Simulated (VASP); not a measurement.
# Co (P6/mmm) in VASP: a series of runs

Runs on Co. Level: PBE. Tasks: single point.

Program: VASP 6.6.1. These are calculated values, not measurements. Logs are shortened: lines on timing, memory, paths and dates and some standing lists are left out, and cuts for length are marked.

## Step 1: The cell of the first run

The structure is hexagonal, space group P6/mmm (No. 191). The conventional cell has a = 1.881 Å, b = 1.881 Å, c = 1.765 Å, α = 90.00°, β = 90.00°, γ = 120.00°. Co (site symmetry 6/mmm) has 8 Co at 1.76 to 1.88 Å within 2.3 Å.

## Step 2: Single point, PBE, collinear spin, ferromagnetic start

File INCAR:

```
SYSTEM = Co
PREC = Accurate
ENCUT = 520
EDIFF = 1E-7
ISMEAR = -1
SIGMA = 0.1
LREAL = .FALSE.
LASPH = .TRUE.
NELM = 150
ALGO = Normal
ISIF = 2
LWAVE = .FALSE.
LCHARG = .TRUE.
ISPIN = 2
MAGMOM = 1.7
LORBIT = 11
LMAXMIX = 4
GGA = PE
LELF = .TRUE.
LVHAR = .TRUE.
NBANDS = 14
```

File KPOINTS:

```
regular mesh
0
G
  18 18 17
  0 0 0
```

File POSCAR:

```
Co
1.0
    1.8814496037      0.0000000000      0.0000000000
   -0.9407248019      1.6293831528      0.0000000000
    0.0000000000      0.0000000000      1.7645823188
Co
1
Direct
    0.0000000000      0.0000000000      0.0000000000
```

Potentials or basis: VASP PAW PBE potentials, release 64 (Co).

Run with:

```sh
$ cat potpaw_PBE.64/Co/POTCAR > POTCAR
$ mpirun -np 1 vasp_std > vasp.out
```

OUTCAR:

```text
SYSTEM = Co
   PREC = Accurate
   ENCUT = 520
   EDIFF = 1E-7
   ISMEAR = -1
   LREAL = .FALSE.
   LASPH = .TRUE.
   NELM = 150
   ISIF = 2
   ISPIN = 2
   LORBIT = 11
   GGA = PE

 ion  position               nearest neighbor table
   1  0.000  0.000  0.000-

  LATTYP: Found a hexagonal cell.
 ALAT       =     1.8814496037
 C/A-ratio  =     0.9378844458

  Lattice vectors:

 A1 = (   1.8814496037,   0.0000000000,   0.0000000000)
 A2 = (  -0.9407248019,   1.6293831528,   0.0000000000)
 A3 = (   0.0000000000,   0.0000000000,   1.7645823188)

Analysis of symmetry for initial positions (statically):
=====================================================================
 Subroutine PRICEL returns:
 Original cell was already a primitive cell.

 Routine SETGRP: Setting up the symmetry group for a
 hexagonal supercell.

 Subroutine GETGRP returns: Found 24 space group operations
 (whereof 24 operations were pure point group operations)
 out of a pool of 24 trial point group operations.

The static configuration has the point symmetry D_6h.

Analysis of symmetry for dynamics (positions and initial velocities):
=====================================================================
 Subroutine PRICEL returns:
 Original cell was already a primitive cell.

 Routine SETGRP: Setting up the symmetry group for a
 hexagonal supercell.

 Subroutine GETGRP returns: Found 24 space group operations
 (whereof 24 operations were pure point group operations)
 out of a pool of 24 trial point group operations.

The dynamic configuration has the point symmetry D_6h.

Analysis of structural, dynamic, and magnetic symmetry:
=====================================================================
 Subroutine PRICEL returns:
 Original cell was already a primitive cell.

 Routine SETGRP: Setting up the symmetry group for a
 hexagonal supercell.

 Subroutine GETGRP returns: Found 24 space group operations
 (whereof 24 operations were pure point group operations)
 out of a pool of 24 trial point group operations.

The overall configuration has the point symmetry D_6h.

 Subroutine INISYM returns: Found 24 space group operations
 (whereof 24 operations are pure point group operations),
 and found     1 'primitive' translations

----------------------------------------------------------------------------------------

                                     Primitive cell

  volume of cell :       5.4095

  direct lattice vectors                    reciprocal lattice vectors
     1.881449604  0.000000000  0.000000000     0.531505068  0.306864594  0.000000000
    -0.940724802  1.629383153  0.000000000     0.000000000  0.613729188  0.000000000
     0.000000000  0.000000000  1.764582319     0.000000000  0.000000000  0.566706347

  length of vectors
     1.881449604  1.881449604  1.764582319     0.613729188  0.613729188  0.566706347

  position of ions in fractional coordinates (direct lattice)
     0.000000000  0.000000000  0.000000000

  ion indices of the primitive-cell ions
   primitive index   ion index
                 1           1

----------------------------------------------------------------------------------------

 KPOINTS: regular mesh

Automatic generation of k-mesh.
 Grid dimensions read from file:
 generate k-points for:   18   18   17

 Generating k-lattice:

  Cartesian coordinates                     Fractional coordinates (reciprocal lattice)
     0.029528059  0.017048033  0.000000000     0.055555556 -0.000000000  0.000000000
     0.000000000  0.034096066  0.000000000     0.000000000  0.055555556  0.000000000
     0.000000000  0.000000000  0.033335667     0.000000000  0.000000000  0.058823529

  Length of vectors
     0.034096066  0.034096066  0.033335667

  Shift w.r.t. Gamma in fractional coordinates (k-lattice)
     0.000000000  0.000000000  0.000000000

 Subroutine IBZKPT returns following result:
 ===========================================

 Found    333 irreducible k-points:

 Following reciprocal coordinates:
            Coordinates               Weight
  0.000000  0.000000  0.000000      1.000000
  0.055556 -0.000000  0.000000      6.000000
  0.111111 -0.000000  0.000000      6.000000
  0.166667 -0.000000  0.000000      6.000000
  0.222222 -0.000000  0.000000      6.000000
  0.277778 -0.000000  0.000000      6.000000
[... 16 lines left out ...]
  0.333333  0.111111  0.000000     12.000000
  0.388889  0.111111  0.000000     12.000000
 [... further k-points ...]
   k-points           NKPTS =    333   k-points in BZ     NKDIM =    333   number of bands    NBANDS=     14
   number of dos      NEDOS =    301   number of ions     NIONS =      1
   total plane-waves  NPLWV =   2744
   dimension x,y,z NGX =    14 NGY =   14 NGZ =   14
   dimension x,y,z NGXF=    28 NGYF=   28 NGZF=   28
   ions per type =               1
   NGX,Y,Z   is equivalent  to a cutoff of  12.37, 12.37, 13.19 a.u.
   NGXF,Y,Z  is equivalent  to a cutoff of  24.74, 24.74, 26.38 a.u.
 SYSTEM =  Co
   PREC   = accura    normal or accurate (medium, high low for compatibility)
   ISTART =      0    job   : 0-new  1-cont  2-samecut
   ICHARG =      2    charge: 1-file 2-atom 10-const
   ISPIN  =      2    spin polarized calculation?
   LNONCOLLINEAR =      F non collinear calculations
   LSORBIT =      F    spin-orbit coupling
   LASPH  =      T    aspherical Exc in radial PAW
   ENCUT  =  520.0 eV  38.22 Ry    6.18 a.u.   3.50  3.50  3.28*2*pi/ulx,y,z
   NELM   =    150;   NELMIN=  2; NELMDL= -5     # of ELM steps
   EDIFF  = 0.1E-06   stopping-criterion for ELM
   LREAL  =      F    real-space projection
   EDIFFG = 0.1E-05   stopping-criterion for IOM
   NSW    =      0    number of steps for IOM
   IBRION =     -1    ionic relax: 0-MD 1-quasi-New 2-CG
   NFREE  =      0    steps in history (QN), initial steepest desc. (CG)
   ISIF   =      2    stress and relaxation
   ISYM   =      2    0-nonsym 1-usesym 2-fastsym
   POTIM  = 0.5000    time-step for ionic-motion
   TEBEG  =    0.0;   TEEND  =   0.0 temperature during run
   PSTRESS=    0.0 pullay stress
   NELECT =       9.0000    total number of electrons
   NUPDOWN=      -1.0000    fix difference up-down
   EMIN   =  10.00;   EMAX   =-10.00  energy-range for DOS
   EFERMI =   0.00;   METHOD = LEGACY
   ISMEAR =    -1;   SIGMA  =   0.10  broadening in eV -4-tet -1-fermi 0-gaus
   EFERMI_NEDOS =   21; number of points for ismear=-14 and -15
   IALGO  =     38    algorithm
   IMIX   =      4    mixing-type and parameters
     AMIX     =   0.40;   BMIX     =  1.00
     AMIX_MAG =   1.60;   BMIX_MAG =  1.00
  volume/ion in A,a.u.               =       5.41        36.51
  Fermi-wavevector in a.u.,A,eV,Ry     =   1.939857  3.665799 51.199347  3.763046
  Thomas-Fermi vector in A             =   2.969879
   LORBIT       =     11    0 simple, 1 ext, 2 COOP (PROOUT), +10 PAW based schemes
   GGA     = PE    functional components
   LHFCALC =     F    Hartree Fock is set to
   AEXX    =    0.0000 exact exchange contribution
   IVDW    =     0    specifies the selected vdW correction
   LEPSILON=     F    determine dielectric tensor
   LRPA    =     F    only Hartree local field effects (RPA)
 spin polarized calculation
  energy-cutoff  :      520.00
  volume of cell :        5.41
 maximum number of plane-waves:       162
 NGX is ok and might be reduce to    14
   NGX =  7   NGY =  7   NGZ =  7

 number of electron       8.9999998 magnetization       0.0000120

 number of electron       8.9999998 magnetization      -0.0000145

 Free energy of the ion-electron system (eV)
  ---------------------------------------------------
  ext. energy  EPLUGINS =         0.00000000
  ---------------------------------------------------
  free energy    TOTEN  =         0.87631239 eV

  energy without entropy =        0.90599211  energy(sigma->0) =        0.89115225

 E-fermi :  25.5586     XC(G=0): -17.9624

 val. band max:       25.5584150504   @ k =   0.3333   0.0556   0.4706
 cond. band min:      25.5611478142   @ k =   0.1667  -0.0000   0.1176
 fundamental gap:      0.0027327638
 Fermi energy:        25.5586319028

 spin component 1

 k-point     1 :       0.0000    0.0000    0.0000
  band No.  band energies     occupation
      1      11.9686      1.00000
      2      15.6575      1.00000
      3      20.6315      1.00000
      4      20.6315      1.00000
      5      27.1651      0.00000
      6      27.1651      0.00000
      7      52.9562      0.00000
      8      56.8852      0.00000
      9      62.4329      0.00000
     10      67.9215      0.00000
     11      67.9215      0.00000
     12      68.8774      0.00000
     13      71.1729      0.00000
     14      71.1729      0.00000

 k-point     2 :       0.0556   -0.0000    0.0000
  band No.  band energies     occupation
      1      12.1873      1.00000
      2      15.7489      1.00000
      3      20.4531      1.00000
      4      20.8001      1.00000
      5      27.0226      0.00000
      6      27.1406      0.00000
      7      53.0512      0.00000
      8      57.2049      0.00000
      9      62.3968      0.00000
     10      66.1263      0.00000
     11      66.3482      0.00000
     12      68.7590      0.00000
     13      72.8057      0.00000
     14      72.9417      0.00000
[... 343 lines left out ...]
      1      15.3509      1.00000
      2      17.7477      1.00000
      3      21.6760      1.00000
      4      23.7100      1.00000
      5      26.1759      0.00208
      6      28.1042      0.00000
      7      42.4750      0.00000
      8      50.4423      0.00000
      9      62.4109      0.00000
     10      63.2537      0.00000
     11      68.5485      0.00000
     12      68.8903      0.00000
     13      78.0809      0.00000
     14      78.3197      0.00000

 k-point    24 :       0.3889    0.1111    0.0000
  band No.  band energies     occupation
      1      15.0309      1.00000
      2      18.0672      1.00000
      3      22.7149      1.00000
      4      23.4541      1.00000
      5      26.0834      0.00523
      6      29.1779      0.00000
      7      40.6325      0.00000
      8      49.5776      0.00000
      9      62.4360      0.00000
     10      62.8371      0.00000
     11      69.2391      0.00000
     12      70.2897      0.00000
     13      76.8645      0.00000
     14      77.5969      0.00000

 [... further k-points ...]

 spin component 2

 k-point     1 :       0.0000    0.0000    0.0000
  band No.  band energies     occupation
      1      11.9686      1.00000
      2      15.6576      1.00000
      3      20.6315      1.00000
      4      20.6315      1.00000
      5      27.1651      0.00000
      6      27.1651      0.00000
      7      52.9561      0.00000
      8      56.8852      0.00000
      9      62.4328      0.00000
     10      67.9215      0.00000
     11      67.9215      0.00000
     12      68.8774      0.00000
     13      71.1729      0.00000
     14      71.1729      0.00000

 k-point     2 :       0.0556   -0.0000    0.0000
  band No.  band energies     occupation
      1      12.1873      1.00000
      2      15.7490      1.00000
      3      20.4531      1.00000
      4      20.8001      1.00000
      5      27.0226      0.00000
      6      27.1406      0.00000
      7      53.0512      0.00000
      8      57.2049      0.00000
      9      62.3967      0.00000
     10      66.1263      0.00000
     11      66.3482      0.00000
     12      68.7590      0.00000
     13      72.8057      0.00000
     14      72.9417      0.00000
[... 343 lines left out ...]
      1      15.3509      1.00000
      2      17.7478      1.00000
      3      21.6760      1.00000
      4      23.7100      1.00000
      5      26.1758      0.00208
      6      28.1042      0.00000
      7      42.4750      0.00000
      8      50.4423      0.00000
      9      62.4108      0.00000
     10      63.2537      0.00000
     11      68.5484      0.00000
     12      68.8903      0.00000
     13      78.0809      0.00000
     14      78.3197      0.00000

 k-point    24 :       0.3889    0.1111    0.0000
  band No.  band energies     occupation
      1      15.0309      1.00000
      2      18.0672      1.00000
      3      22.7149      1.00000
      4      23.4541      1.00000
      5      26.0834      0.00523
      6      29.1779      0.00000
      7      40.6325      0.00000
      8      49.5776      0.00000
      9      62.4360      0.00000
     10      62.8371      0.00000
     11      69.2391      0.00000
     12      70.2897      0.00000
     13      76.8645      0.00000
     14      77.5969      0.00000

 [... further k-points ...]

------------------------ aborting loop because EDIFF is reached ----------------------------------------

  FORCE on cell =-STRESS in cart. coord.  units (eV):
  Direction    XX          YY          ZZ          XY          YZ          ZX
  --------------------------------------------------------------------------------------
  -------------------------------------------------------------------------------------
  Total       26.3549069     26.3549069     24.8271394     -0.0000000      0.0000000      0.0000000
  in kB     7805.7445430   7805.7445436   7353.2533693     -0.0000002      0.0000000      0.0000000
  external PRESSURE =    7654.9141520 kB  Pullay stress =       0.0000000 kB

 VOLUME and BASIS-vectors are now :
 -----------------------------------------------------------------------------
  energy-cutoff  :      520.00
  volume of cell :        5.41
      direct lattice vectors                 reciprocal lattice vectors
     1.881449604  0.000000000  0.000000000     0.531505068  0.306864594  0.000000000
    -0.940724802  1.629383153  0.000000000     0.000000000  0.613729188  0.000000000
     0.000000000  0.000000000  1.764582319     0.000000000  0.000000000  0.566706347

 POSITION                                       TOTAL-FORCE (eV/Angst)
 -----------------------------------------------------------------------------------
      0.00000      0.00000      0.00000        -0.000000      0.000000      0.000000
 -----------------------------------------------------------------------------------
    total drift:                                0.000000     -0.000000     -0.000000

  FREE ENERGIE OF THE ION-ELECTRON SYSTEM (eV)
  ---------------------------------------------------
  free  energy   TOTEN  =         0.8763123883 eV

  energy  without entropy=        0.9059921126  energy(sigma->0) =        0.89115225

 total charge

# of ion       s       p       d       tot
------------------------------------------
    1        0.943   1.339   8.585  10.867

 magnetization (x)

# of ion       s       p       d       tot
------------------------------------------
    1       -0.000   0.000  -0.000  -0.000
```

Run time: 15 s. Hardware: 1 thread of Intel Xeon 6975P-C (Granite Rapids), shared host; peak memory 0.15 GiB.

The run converged, but its numbers aren't listed here, since they failed a check.

Caveat: the starting moments collapsed, and a magnetic state may lie lower.

## Step 3: Single point, PBE, collinear spin, ferromagnetic start (volume scaled by 0.45, level accurate)

File INCAR:

```
PREC = Accurate
ENCUT = 520
EDIFF = 1E-7
ISMEAR = -1
SIGMA = 0.1
LREAL = False
LASPH = True
NELM = 150
ALGO = Normal
ISIF = 2
LWAVE = False
LCHARG = False
ISPIN = 2
MAGMOM = 1.7
LORBIT = 11
LMAXMIX = 4
GGA = PE
NBANDS = 14
```

File KPOINTS:

```
regular mesh
0
Gamma
  18 18 17
```

POSCAR is that of step 2.

Potentials or basis: VASP PAW PBE potentials, release 64 (Co).

Run with:

```sh
$ cat potpaw_PBE.64/Co/POTCAR > POTCAR
$ mpirun -np 1 vasp_std > vasp.out
```

It took 16 s on 1 thread of Intel Xeon 6975P-C (Granite Rapids), shared host; peak memory 0.15 GiB.

The run converged, but its numbers aren't listed here, since they failed a check.

Caveat: the starting moments collapsed, and a magnetic state may lie lower.

(Continued in part 2 of 2.)
